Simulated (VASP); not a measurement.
# Ge (P6_3/mmc) in VASP: further runs

Ge is run at these levels: r2SCAN; tasks: single point.

Program: VASP 6.6.1. These are calculated values, not measurements. Logs are shortened: lines on timing, memory, paths and dates and some standing lists are left out, and cuts for length are marked.

### 1 The cell of the first run

Symmetry: P6_3/mmc, No. 194, hexagonal system. The conventional cell has a = 3.860 Å, b = 3.860 Å, c = 6.372 Å, α = 90.00°, β = 90.00°, γ = 120.00°. Ge (site symmetry 3m) has 4 Ge at 2.37 to 2.38 Å within 3.1 Å.

This isn't the form of Ge at room conditions, which is diamond.

### 2 Single point, r2SCAN

POSCAR

```
Ge
1.0
    3.8596268470      0.0000000000      0.0000000000
   -1.9298134235      3.3425348699      0.0000000000
    0.0000000000      0.0000000000      6.3716294040
Ge
4
Direct
    0.6666666667      0.3333333333      0.0629010000
    0.3333333333      0.6666666667      0.5629010000
    0.6666666667      0.3333333333      0.4370990000
    0.3333333333      0.6666666667      0.9370990000
```

INCAR.step1

```
  PREC = Accurate
  ENCUT = 520
  ISMEAR = -1
  SIGMA = 0.05
  LREAL = False
  LASPH = True
  NELM = 80
  NBANDS = 36
  GGA = PE
  ALGO = Normal
  EDIFF = 1E-4
  LWAVE = True
  LCHARG = False
```

INCAR.step2

```
  PREC = Accurate
  ENCUT = 520
  EDIFF = 1E-6
  ISMEAR = -1
  SIGMA = 0.05
  LREAL = False
  LASPH = True
  NELM = 80
  ALGO = Normal
  ISIF = 2
  LWAVE = False
  LCHARG = False
  METAGGA = R2SCAN
  LMIXTAU = True
  NBANDS = 36
  ISTART = 1
```

KPOINTS

```
regular mesh
0
Gamma
  7 7 4
```

Potentials or basis: VASP PAW PBE potentials, release 64 (Ge_d).

Run with:

```sh
$ cat potpaw_PBE.64/Ge_d/POTCAR > POTCAR
$ cp INCAR.step1 INCAR
$ mpirun -np 1 vasp_std > vasp.out
$ cp INCAR.step2 INCAR
$ mpirun -np 1 vasp_std > vasp.out
```

OUTCAR:

```text
PREC = Accurate
   ENCUT = 520
   EDIFF = 1E-6
   ISMEAR = -1
   LREAL = False
   LASPH = True
   NELM = 80
   ISIF = 2
   METAGGA = R2SCAN
   ISTART = 1

 ion  position               nearest neighbor table
   1  0.667  0.333  0.063-   4 2.37   4 2.37   4 2.37   3 2.38
   2  0.333  0.667  0.563-   3 2.37   3 2.37   3 2.37   4 2.38
   3  0.667  0.333  0.437-   2 2.37   2 2.37   2 2.37   1 2.38
   4  0.333  0.667  0.937-   1 2.37   1 2.37   1 2.37   2 2.38

  LATTYP: Found a hexagonal cell.
 ALAT       =     3.8596268470
 C/A-ratio  =     1.6508407824

  Lattice vectors:

 A1 = (   3.8596268470,   0.0000000000,   0.0000000000)
 A2 = (  -1.9298134235,   3.3425348699,   0.0000000000)
 A3 = (   0.0000000000,   0.0000000000,   6.3716294040)

Analysis of symmetry for initial positions (statically):
=====================================================================
 Subroutine PRICEL returns:
 Original cell was already a primitive cell.

 Routine SETGRP: Setting up the symmetry group for a
 hexagonal supercell.

 Subroutine GETGRP returns: Found 24 space group operations
 (whereof 12 operations were pure point group operations)
 out of a pool of 24 trial point group operations.

The static configuration has the point symmetry D_3d.
 The point group associated with its full space group is D_6h.

Analysis of symmetry for dynamics (positions and initial velocities):
=====================================================================
 Subroutine PRICEL returns:
 Original cell was already a primitive cell.

 Routine SETGRP: Setting up the symmetry group for a
 hexagonal supercell.

 Subroutine GETGRP returns: Found 24 space group operations
 (whereof 12 operations were pure point group operations)
 out of a pool of 24 trial point group operations.

The dynamic configuration has the point symmetry D_3d.
 The point group associated with its full space group is D_6h.

 Subroutine INISYM returns: Found 24 space group operations
 (whereof 12 operations are pure point group operations),
 and found     1 'primitive' translations

----------------------------------------------------------------------------------------

                                     Primitive cell

  volume of cell :      82.2000

  direct lattice vectors                    reciprocal lattice vectors
     3.859626847  0.000000000  0.000000000     0.259092404  0.149587071  0.000000000
    -1.929813423  3.342534870  0.000000000     0.000000000  0.299174141  0.000000000
     0.000000000  0.000000000  6.371629404     0.000000000  0.000000000  0.156945726

  length of vectors
     3.859626847  3.859626822  6.371629404     0.299174140  0.299174141  0.156945726

  position of ions in fractional coordinates (direct lattice)
     0.666666667  0.333333333  0.062901000
     0.333333333  0.666666667  0.562901000
     0.666666667  0.333333333  0.437099000
     0.333333333  0.666666667  0.937099000

  ion indices of the primitive-cell ions
   primitive index   ion index
                 1           1
                 2           2
                 3           3
                 4           4

----------------------------------------------------------------------------------------

 KPOINTS: regular mesh

Automatic generation of k-mesh.
 Grid dimensions read from file:
 generate k-points for:    7    7    4

 Generating k-lattice:

  Cartesian coordinates                     Fractional coordinates (reciprocal lattice)
     0.037013201  0.021369582  0.000000000     0.142857143  0.000000000  0.000000000
     0.000000000  0.042739163  0.000000000     0.000000000  0.142857143  0.000000000
     0.000000000  0.000000000  0.039236431     0.000000000  0.000000000  0.250000000

  Length of vectors
     0.042739163  0.042739163  0.039236431

  Shift w.r.t. Gamma in fractional coordinates (k-lattice)
     0.000000000  0.000000000  0.000000000

 Subroutine IBZKPT returns following result:
 ===========================================

 Found     24 irreducible k-points:

 Following reciprocal coordinates:
            Coordinates               Weight
  0.000000  0.000000  0.000000      1.000000
  0.142857  0.000000  0.000000      6.000000
  0.285714  0.000000  0.000000      6.000000
  0.428571  0.000000  0.000000      6.000000
  0.142857  0.142857  0.000000      6.000000
  0.285714  0.142857  0.000000     12.000000
[... 16 lines left out ...]
  0.428571  0.142857  0.500000      6.000000
  0.285714  0.285714  0.500000      6.000000
   k-points           NKPTS =     24   k-points in BZ     NKDIM =     24   number of bands    NBANDS=     36
   number of dos      NEDOS =    301   number of ions     NIONS =      4
   total plane-waves  NPLWV =  43200
   dimension x,y,z NGX =    30 NGY =   30 NGZ =   48
   dimension x,y,z NGXF=    60 NGYF=   60 NGZF=   96
   ions per type =               4
   NGX,Y,Z   is equivalent  to a cutoff of  12.92, 12.92, 12.52 a.u.
   NGXF,Y,Z  is equivalent  to a cutoff of  25.84, 25.84, 25.05 a.u.
 SYSTEM =  unknown system
   PREC   = accura    normal or accurate (medium, high low for compatibility)
   ISTART =      1    job   : 0-new  1-cont  2-samecut
   ICHARG =      0    charge: 1-file 2-atom 10-const
   ISPIN  =      1    spin polarized calculation?
   LNONCOLLINEAR =      F non collinear calculations
   LSORBIT =      F    spin-orbit coupling
   LASPH  =      T    aspherical Exc in radial PAW
   ENCUT  =  520.0 eV  38.22 Ry    6.18 a.u.   7.18  7.18 11.85*2*pi/ulx,y,z
   NELM   =     80;   NELMIN=  2; NELMDL=  0     # of ELM steps
   EDIFF  = 0.1E-05   stopping-criterion for ELM
   LREAL  =      F    real-space projection
   EDIFFG = 0.1E-04   stopping-criterion for IOM
   NSW    =      0    number of steps for IOM
   IBRION =     -1    ionic relax: 0-MD 1-quasi-New 2-CG
   NFREE  =      0    steps in history (QN), initial steepest desc. (CG)
   ISIF   =      2    stress and relaxation
   ISYM   =      2    0-nonsym 1-usesym 2-fastsym
   POTIM  = 0.5000    time-step for ionic-motion
   TEBEG  =    0.0;   TEEND  =   0.0 temperature during run
   PSTRESS=    0.0 pullay stress
   NELECT =      56.0000    total number of electrons
   NUPDOWN=      -1.0000    fix difference up-down
   EMIN   =  10.00;   EMAX   =-10.00  energy-range for DOS
   EFERMI =   0.00;   METHOD = LEGACY
   ISMEAR =    -1;   SIGMA  =   0.05  broadening in eV -4-tet -1-fermi 0-gaus
   EFERMI_NEDOS =   21; number of points for ismear=-14 and -15
   IALGO  =     38    algorithm
   IMIX   =      4    mixing-type and parameters
     AMIX     =   0.40;   BMIX     =  1.00
     AMIX_MAG =   1.60;   BMIX_MAG =  1.00
  volume/ion in A,a.u.               =      20.55       138.68
  Fermi-wavevector in a.u.,A,eV,Ry     =   1.440501  2.722152 28.232678  2.075043
  Thomas-Fermi vector in A             =   2.559238
   LORBIT       =      0    0 simple, 1 ext, 2 COOP (PROOUT), +10 PAW based schemes
   METAGGA = R2SCAN    functional components
   LHFCALC =     F    Hartree Fock is set to
   AEXX    =    0.0000 exact exchange contribution
   IVDW    =     0    specifies the selected vdW correction
   LEPSILON=     F    determine dielectric tensor
   LRPA    =     F    only Hartree local field effects (RPA)
 non-spin polarized calculation
  energy-cutoff  :      520.00
  volume of cell :       82.20
 maximum number of plane-waves:      2237
 NGX is ok and might be reduce to    30
   NGX = 15   NGY = 15   NGZ = 23

 number of electron      55.9999963 magnetization

 Free energy of the ion-electron system (eV)
  ---------------------------------------------------
  ext. energy  EPLUGINS =         0.00000000
  ---------------------------------------------------
  free energy    TOTEN  =       -55.14964646 eV

  energy without entropy =      -55.14938642  energy(sigma->0) =      -55.14951644

 E-fermi :   6.2055     XC(G=0): -11.3300

 val. band max:        6.0215797442   @ k =   0.0000   0.0000   0.0000
 cond. band min:       6.3723237625   @ k =   0.0000   0.0000   0.0000
 fundamental gap:      0.3507440183
 Fermi energy:         6.2054968891

 k-point     1 :       0.0000    0.0000    0.0000
  band No.  band energies     occupation
      1     -19.9065      2.00000
      2     -19.9065      2.00000
      3     -19.8560      2.00000
      4     -19.8531      2.00000
      5     -19.8531      2.00000
      6     -19.8400      2.00000
[... 28 lines left out ...]
     35      10.8968      0.00000
     36      12.7759      0.00000

 k-point     2 :       0.1429    0.0000    0.0000
  band No.  band energies     occupation
      1     -19.9213      2.00000
      2     -19.9115      2.00000
      3     -19.8711      2.00000
      4     -19.8618      2.00000
      5     -19.8532      2.00000
      6     -19.8231      2.00000
[... 28 lines left out ...]
     35      11.9057      0.00000
     36      12.2468      0.00000

 k-point     3 :       0.2857    0.0000    0.0000
  band No.  band energies     occupation
      1     -19.9331      2.00000
      2     -19.9169      2.00000
      3     -19.8923      2.00000
      4     -19.8741      2.00000
      5     -19.8449      2.00000
      6     -19.8075      2.00000
[... 28 lines left out ...]
     35      13.5333      0.00000
     36      14.0683      0.00000
[... 742 lines left out ...]
 k-point    23 :       0.4286    0.1429    0.5000
  band No.  band energies     occupation
      1     -19.9144      2.00000
      2     -19.9144      2.00000
      3     -19.8956      2.00000
      4     -19.8956      2.00000
      5     -19.8175      2.00000
      6     -19.8175      2.00000
[... 28 lines left out ...]
     35      15.0940      0.00000
     36      15.0940      0.00000

 k-point    24 :       0.2857    0.2857    0.5000
  band No.  band energies     occupation
      1     -19.9242      2.00000
      2     -19.9242      2.00000
      3     -19.8958      2.00000
      4     -19.8958      2.00000
      5     -19.8131      2.00000
      6     -19.8131      2.00000
[... 28 lines left out ...]
     35      12.7309      0.00000
     36      12.7309      0.00000

------------------------ aborting loop because EDIFF is reached ----------------------------------------

  FORCE on cell =-STRESS in cart. coord.  units (eV):
  Direction    XX          YY          ZZ          XY          YZ          ZX
  --------------------------------------------------------------------------------------
  -------------------------------------------------------------------------------------
  Total        4.9672352      4.9672352      4.9776194      0.0000000     -0.0000000      0.0000000
  in kB       96.8174271     96.8174255     97.0198260      0.0000000     -0.0000000      0.0000000
  external PRESSURE =      96.8848929 kB  Pullay stress =       0.0000000 kB

 VOLUME and BASIS-vectors are now :
 -----------------------------------------------------------------------------
  energy-cutoff  :      520.00
  volume of cell :       82.20
      direct lattice vectors                 reciprocal lattice vectors
     3.859626847  0.000000000  0.000000000     0.259092404  0.149587071  0.000000000
    -1.929813423  3.342534870  0.000000000     0.000000000  0.299174141  0.000000000
     0.000000000  0.000000000  6.371629404     0.000000000  0.000000000  0.156945726

 POSITION                                       TOTAL-FORCE (eV/Angst)
 -----------------------------------------------------------------------------------
      1.92981      1.11418      0.40078         0.000000     -0.000000      0.057275
     -0.00000      2.22836      3.58660        -0.000000      0.000000      0.057275
      1.92981      1.11418      2.78503         0.000000     -0.000000     -0.057275
     -0.00000      2.22836      5.97085        -0.000000      0.000000     -0.057275
 -----------------------------------------------------------------------------------
    total drift:                                0.000000     -0.000000      0.000000

  FREE ENERGIE OF THE ION-ELECTRON SYSTEM (eV)
  ---------------------------------------------------
  free  energy   TOTEN  =       -55.1496464642 eV

  energy  without entropy=      -55.1493864225  energy(sigma->0) =      -55.14951644
```

It took 7 min on 1 thread of Intel Xeon 8259CL, shared host; peak memory 0.23 GiB.

What came out:

| Property | Result |
| --- | --- |
| Free energy | -55.1496 eV |
| Pressure | 9.7 GPa |
| Largest force | 0.057 eV/Å |
| Band gap on the k mesh | 0.35 eV |

Forces in eV/Å, atoms in the order of the input:
```
Ge   0.000  0.000  0.057
Ge   0.000  0.000  0.057
Ge   0.000  0.000 -0.057
Ge   0.000  0.000 -0.057
```

Levels at points of the mesh, in eV from the valence-band top:
```csv
k point,band 26,band 27,band 28,band 29,band 30,band 31
"(0.00, 0.00, 0.00)",-0.34,0.00,0.00,0.35,1.25,2.24
"(0.00, 0.00, 0.50)",-1.17,-1.17,-1.17,1.20,1.20,3.51
```

Caveat: the cell stands under pressure; the PAW data sets were made with another functional, which shifts forces and pressure a little; an odd mesh through Γ misses points on the zone boundary, where band edges can lie.

[end of part 1 of 2]
